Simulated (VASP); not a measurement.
# NaF (Fm-3m) in VASP: single point with r2SCAN

Aim: the single point of NaF with r2SCAN.

Program: VASP 6.6.1. These are calculated values, not measurements. Logs are shortened: lines on timing, memory, paths and dates and some standing lists are left out, and cuts for length are marked.

### 1 The cell of the first run

It takes space group Fm-3m (No. 225, cubic). The conventional cell has a = 4.647 Å, b = 4.647 Å, c = 4.647 Å, α = 90.00°, β = 90.00°, γ = 90.00°. Within 3.1 Å of Na (site symmetry m-3m) lie 6 F at 2.32 Å. Within 3.1 Å of F (site symmetry m-3m) lie 6 Na at 2.32 Å.

### 2 Single point, r2SCAN

Input file POSCAR:

```
NaF
1.0
    0.0000000000      2.3233000000      2.3233000000
    2.3233000000      0.0000000000      2.3233000000
    2.3233000000      2.3233000000      0.0000000000
Na F
1 1
Direct
    0.0000000000      0.0000000000      0.0000000000
    0.5000000000      0.5000000000      0.5000000000
```

Input file INCAR.step1:

```
  PREC = Accurate
  ENCUT = 660
  ISMEAR = -1
  SIGMA = 0.02
  LREAL = False
  LASPH = True
  NELM = 120
  NBANDS = 14
  GGA = PE
  ALGO = Normal
  EDIFF = 1E-5
  LWAVE = True
  LCHARG = False
  GGA_COMPAT = False
```

Input file INCAR.step2:

```
  PREC = Accurate
  ENCUT = 660
  EDIFF = 1E-6
  ISMEAR = -1
  SIGMA = 0.02
  LREAL = False
  LASPH = True
  NELM = 120
  ALGO = Normal
  ISIF = 2
  LWAVE = False
  LCHARG = False
  METAGGA = R2SCAN
  LMIXTAU = True
  NBANDS = 14
  ISTART = 1
  GGA_COMPAT = False
```

Input file KPOINTS:

```
Automatic mesh
0
Gamma
  10 10 10
```

Potentials or basis: VASP PAW PBE potentials, release 64 (Na_pv, F).

On the command line:

```bash
$ cat potpaw_PBE.64/Na_pv/POTCAR potpaw_PBE.64/F/POTCAR > POTCAR
$ cp INCAR.step1 INCAR
$ mpirun -np 1 vasp_std > vasp.out
$ cp INCAR.step2 INCAR
$ mpirun -np 1 vasp_std > vasp.out
```

OUTCAR:

```text
PREC = Accurate
   ENCUT = 660
   EDIFF = 1E-6
   ISMEAR = -1
   LREAL = False
   LASPH = True
   NELM = 120
   ISIF = 2
   METAGGA = R2SCAN
   ISTART = 1

 ion  position               nearest neighbor table
   1  0.000  0.000  0.000-   2 2.32   2 2.32   2 2.32   2 2.32   2 2.32   2 2.32
   2  0.500  0.500  0.500-   1 2.32   1 2.32   1 2.32   1 2.32   1 2.32   1 2.32

  LATTYP: Found a face centered cubic cell.
 ALAT       =     4.6466000000

  Lattice vectors:

 A1 = (   0.0000000000,   2.3233000000,   2.3233000000)
 A2 = (   2.3233000000,   0.0000000000,   2.3233000000)
 A3 = (   2.3233000000,   2.3233000000,   0.0000000000)

Analysis of symmetry for initial positions (statically):
=====================================================================
 Subroutine PRICEL returns:
 Original cell was already a primitive cell.

 Routine SETGRP: Setting up the symmetry group for a
 face centered cubic supercell.

 Subroutine GETGRP returns: Found 48 space group operations
 (whereof 48 operations were pure point group operations)
 out of a pool of 48 trial point group operations.

The static configuration has the point symmetry O_h .

Analysis of symmetry for dynamics (positions and initial velocities):
=====================================================================
 Subroutine PRICEL returns:
 Original cell was already a primitive cell.

 Routine SETGRP: Setting up the symmetry group for a
 face centered cubic supercell.

 Subroutine GETGRP returns: Found 48 space group operations
 (whereof 48 operations were pure point group operations)
 out of a pool of 48 trial point group operations.

The dynamic configuration has the point symmetry O_h .

 Subroutine INISYM returns: Found 48 space group operations
 (whereof 48 operations are pure point group operations),
 and found     1 'primitive' translations

----------------------------------------------------------------------------------------

                                     Primitive cell

  volume of cell :      25.0811

  direct lattice vectors                    reciprocal lattice vectors
     0.000000000  2.323300000  2.323300000    -0.215211122  0.215211122  0.215211122
     2.323300000  0.000000000  2.323300000     0.215211122 -0.215211122  0.215211122
     2.323300000  2.323300000  0.000000000     0.215211122  0.215211122 -0.215211122

  length of vectors
     3.285642369  3.285642369  3.285642369     0.372756598  0.372756598  0.372756598

  position of ions in fractional coordinates (direct lattice)
     0.000000000  0.000000000  0.000000000
     0.500000000  0.500000000  0.500000000

  ion indices of the primitive-cell ions
   primitive index   ion index
                 1           1
                 2           2

----------------------------------------------------------------------------------------

 KPOINTS: Automatic mesh

Automatic generation of k-mesh.
 Grid dimensions read from file:
 generate k-points for:   10   10   10

 Generating k-lattice:

  Cartesian coordinates                     Fractional coordinates (reciprocal lattice)
    -0.021521112  0.021521112  0.021521112     0.100000000  0.000000000  0.000000000
     0.021521112 -0.021521112  0.021521112     0.000000000  0.100000000  0.000000000
     0.021521112  0.021521112 -0.021521112     0.000000000  0.000000000  0.100000000

  Length of vectors
     0.037275660  0.037275660  0.037275660

  Shift w.r.t. Gamma in fractional coordinates (k-lattice)
     0.000000000  0.000000000  0.000000000

 Subroutine IBZKPT returns following result:
 ===========================================

 Found     47 irreducible k-points:

 Following reciprocal coordinates:
            Coordinates               Weight
  0.000000  0.000000  0.000000      1.000000
  0.100000  0.000000  0.000000      8.000000
  0.200000  0.000000  0.000000      8.000000
  0.300000  0.000000  0.000000      8.000000
  0.400000  0.000000  0.000000      8.000000
  0.500000  0.000000  0.000000      4.000000
[... 16 lines left out ...]
  0.300000  0.300000  0.000000      6.000000
  0.400000  0.300000  0.000000     24.000000
 [... further k-points ...]
   k-points           NKPTS =     47   k-points in BZ     NKDIM =     47   number of bands    NBANDS=     14
   number of dos      NEDOS =    301   number of ions     NIONS =      2
   total plane-waves  NPLWV =  21952
   dimension x,y,z NGX =    28 NGY =   28 NGZ =   28
   dimension x,y,z NGXF=    56 NGYF=   56 NGZF=   56
   ions per type =               1   1
   NGX,Y,Z   is equivalent  to a cutoff of  14.17, 14.17, 14.17 a.u.
   NGXF,Y,Z  is equivalent  to a cutoff of  28.33, 28.33, 28.33 a.u.
 SYSTEM =  unknown system
   PREC   = accura    normal or accurate (medium, high low for compatibility)
   ISTART =      1    job   : 0-new  1-cont  2-samecut
   ICHARG =      0    charge: 1-file 2-atom 10-const
   ISPIN  =      1    spin polarized calculation?
   LNONCOLLINEAR =      F non collinear calculations
   LSORBIT =      F    spin-orbit coupling
   LASPH  =      T    aspherical Exc in radial PAW
   ENCUT  =  660.0 eV  48.51 Ry    6.96 a.u.   6.88  6.88  6.88*2*pi/ulx,y,z
   NELM   =    120;   NELMIN=  2; NELMDL=  0     # of ELM steps
   EDIFF  = 0.1E-05   stopping-criterion for ELM
   LREAL  =      F    real-space projection
   EDIFFG = 0.1E-04   stopping-criterion for IOM
   NSW    =      0    number of steps for IOM
   IBRION =     -1    ionic relax: 0-MD 1-quasi-New 2-CG
   NFREE  =      0    steps in history (QN), initial steepest desc. (CG)
   ISIF   =      2    stress and relaxation
   ISYM   =      2    0-nonsym 1-usesym 2-fastsym
   POTIM  = 0.5000    time-step for ionic-motion
   TEBEG  =    0.0;   TEEND  =   0.0 temperature during run
   PSTRESS=    0.0 pullay stress
   NELECT =      14.0000    total number of electrons
   NUPDOWN=      -1.0000    fix difference up-down
   EMIN   =  10.00;   EMAX   =-10.00  energy-range for DOS
   EFERMI =   0.00;   METHOD = LEGACY
   ISMEAR =    -1;   SIGMA  =   0.02  broadening in eV -4-tet -1-fermi 0-gaus
   EFERMI_NEDOS =   21; number of points for ismear=-14 and -15
   IALGO  =     38    algorithm
   IMIX   =      4    mixing-type and parameters
     AMIX     =   0.40;   BMIX     =  1.00
     AMIX_MAG =   1.60;   BMIX_MAG =  1.00
  volume/ion in A,a.u.               =      12.54        84.63
  Fermi-wavevector in a.u.,A,eV,Ry     =   1.347935  2.547227 24.720809  1.816928
  Thomas-Fermi vector in A             =   2.475645
   LORBIT       =      0    0 simple, 1 ext, 2 COOP (PROOUT), +10 PAW based schemes
   METAGGA = R2SCAN    functional components
   LHFCALC =     F    Hartree Fock is set to
   AEXX    =    0.0000 exact exchange contribution
   IVDW    =     0    specifies the selected vdW correction
   LEPSILON=     F    determine dielectric tensor
   LRPA    =     F    only Hartree local field effects (RPA)
 non-spin polarized calculation
  energy-cutoff  :      660.00
  volume of cell :       25.08
 maximum number of plane-waves:       982
   NGX = 13   NGY = 13   NGZ = 13

 number of electron      14.0000006 magnetization

 Free energy of the ion-electron system (eV)
  ---------------------------------------------------
  ext. energy  EPLUGINS =         0.00000000
  ---------------------------------------------------
  free energy    TOTEN  =       -12.60185740 eV

  energy without entropy =      -12.60185740  energy(sigma->0) =      -12.60185740

 E-fermi :  -2.2903     XC(G=0):  -9.7288

 val. band max:       -2.7632508568   @ k =   0.0000   0.0000   0.0000
 cond. band min:       4.3659959374   @ k =   0.0000   0.0000   0.0000
 fundamental gap:      7.1292467942
 Fermi energy:        -2.2903170067

 k-point     1 :       0.0000    0.0000    0.0000
  band No.  band energies     occupation
      1     -23.0457      2.00000
      2     -22.2854      2.00000
      3     -22.2854      2.00000
      4     -22.2854      2.00000
      5      -2.7633      2.00000
      6      -2.7633      2.00000
      7      -2.7633      2.00000
      8       4.3660      0.00000
      9      16.9656      0.00000
     10      16.9656      0.00000
     11      16.9656      0.00000
     12      19.5903      0.00000
     13      22.2075      0.00000
     14      22.2075      0.00000

 k-point     2 :       0.1000    0.0000    0.0000
  band No.  band energies     occupation
      1     -23.1020      2.00000
      2     -22.2865      2.00000
      3     -22.2865      2.00000
      4     -22.2169      2.00000
      5      -2.9475      2.00000
      6      -2.7887      2.00000
      7      -2.7887      2.00000
      8       4.7173      0.00000
      9      15.6447      0.00000
     10      17.1386      0.00000
     11      17.1386      0.00000
     12      21.1453      0.00000
     13      21.8830      0.00000
     14      21.8830      0.00000

 k-point     3 :       0.2000    0.0000    0.0000
  band No.  band energies     occupation
      1     -23.2188      2.00000
      2     -22.2891      2.00000
      3     -22.2891      2.00000
      4     -22.0680      2.00000
      5      -3.3791      2.00000
      6      -2.8546      2.00000
      7      -2.8546      2.00000
      8       5.6343      0.00000
      9      13.9036      0.00000
     10      17.5947      0.00000
     11      17.5947      0.00000
     12      21.3169      0.00000
     13      21.3169      0.00000
     14      22.6950      0.00000

 k-point     4 :       0.3000    0.0000    0.0000
  band No.  band energies     occupation
      1     -23.3301      2.00000
      2     -22.2925      2.00000
      3     -22.2925      2.00000
      4     -21.9164      2.00000
      5      -3.8412      2.00000
      6      -2.9348      2.00000
      7      -2.9348      2.00000
      8       6.8489      0.00000
      9      12.4430      0.00000
     10      18.1303      0.00000
     11      18.1303      0.00000
     12      20.9621      0.00000
     13      20.9621      0.00000
     14      22.5807      0.00000

 k-point     5 :       0.4000    0.0000    0.0000
  band No.  band energies     occupation
      1     -23.4051      2.00000
      2     -22.2951      2.00000
      3     -22.2951      2.00000
      4     -21.8084      2.00000
      5      -4.1751      2.00000
      6      -2.9987      2.00000
      7      -2.9987      2.00000
      8       8.0898      0.00000
      9      11.2490      0.00000
     10      18.4710      0.00000
     11      18.4710      0.00000
[... 276 lines left out ...]
 k-point    22 :      -0.2000    0.2000    0.0000
  band No.  band energies     occupation
      1     -23.2941      2.00000
      2     -22.3223      2.00000
      3     -22.2902      2.00000
      4     -21.9299      2.00000
      5      -3.7874      2.00000
      6      -3.1245      2.00000
      7      -2.9511      2.00000
      8       7.2814      0.00000
      9      12.4819      0.00000
     10      16.4204      0.00000
     11      19.2118      0.00000
     12      19.5336      0.00000
     13      20.8394      0.00000
     14      24.9827      0.00000

 k-point    23 :       0.3000    0.3000    0.0000
  band No.  band energies     occupation
      1     -23.1377      2.00000
      2     -22.3171      2.00000
      3     -22.3171      2.00000
      4     -22.0954      2.00000
      5      -3.7929      2.00000
      6      -3.0341      2.00000
      7      -3.0341      2.00000
      8       7.6503      0.00000
      9      12.2335      0.00000
     10      16.2780      0.00000
     11      17.8459      0.00000
     12      17.8459      0.00000
     13      24.0647      0.00000
     14      24.4977      0.00000

 k-point    24 :       0.4000    0.3000    0.0000
  band No.  band energies     occupation
      1     -23.1015      2.00000
      2     -22.3297      2.00000
      3     -22.3220      2.00000
      4     -22.1156      2.00000
      5      -3.9054      2.00000
      6      -3.1398      2.00000
      7      -3.0862      2.00000
      8       8.6735      0.00000
      9      11.7083      0.00000
     10      15.1231      0.00000
     11      17.9398      0.00000
     12      18.0390      0.00000
     13      23.7933      0.00000
     14      24.8780      0.00000

 [... further k-points ...]

------------------------ aborting loop because EDIFF is reached ----------------------------------------

  FORCE on cell =-STRESS in cart. coord.  units (eV):
  Direction    XX          YY          ZZ          XY          YZ          ZX
  --------------------------------------------------------------------------------------
  -------------------------------------------------------------------------------------
  Total       -0.3900259     -0.3900259     -0.3900259      0.0000000     -0.0000000      0.0000000
  in kB      -24.9148426    -24.9148426    -24.9148426      0.0000000     -0.0000000      0.0000000
  external PRESSURE =     -24.9148426 kB  Pullay stress =       0.0000000 kB

 VOLUME and BASIS-vectors are now :
 -----------------------------------------------------------------------------
  energy-cutoff  :      660.00
  volume of cell :       25.08
      direct lattice vectors                 reciprocal lattice vectors
     0.000000000  2.323300000  2.323300000    -0.215211122  0.215211122  0.215211122
     2.323300000  0.000000000  2.323300000     0.215211122 -0.215211122  0.215211122
     2.323300000  2.323300000  0.000000000     0.215211122  0.215211122 -0.215211122

 POSITION                                       TOTAL-FORCE (eV/Angst)
 -----------------------------------------------------------------------------------
      0.00000      0.00000      0.00000        -0.000000      0.000000      0.000000
      2.32330      2.32330      2.32330         0.000000     -0.000000     -0.000000
 -----------------------------------------------------------------------------------
    total drift:                                0.000000      0.000000      0.000000

  FREE ENERGIE OF THE ION-ELECTRON SYSTEM (eV)
  ---------------------------------------------------
  free  energy   TOTEN  =       -12.6018574026 eV

  energy  without entropy=      -12.6018574026  energy(sigma->0) =      -12.60185740
```

It took 2.3 min on 1 thread of Intel Xeon 8259CL, shared host; peak memory 0.17 GiB.

What came out:

```
Free energy            : -12.6019 eV
Pressure               : -2.5 GPa
Band gap on the k mesh : 7.13 eV
```

Caveat: the PAW data sets were made with another functional, which shifts forces and pressure a little. r2SCAN opens gaps a little over a GGA but as a rule still falls short of measured ones.
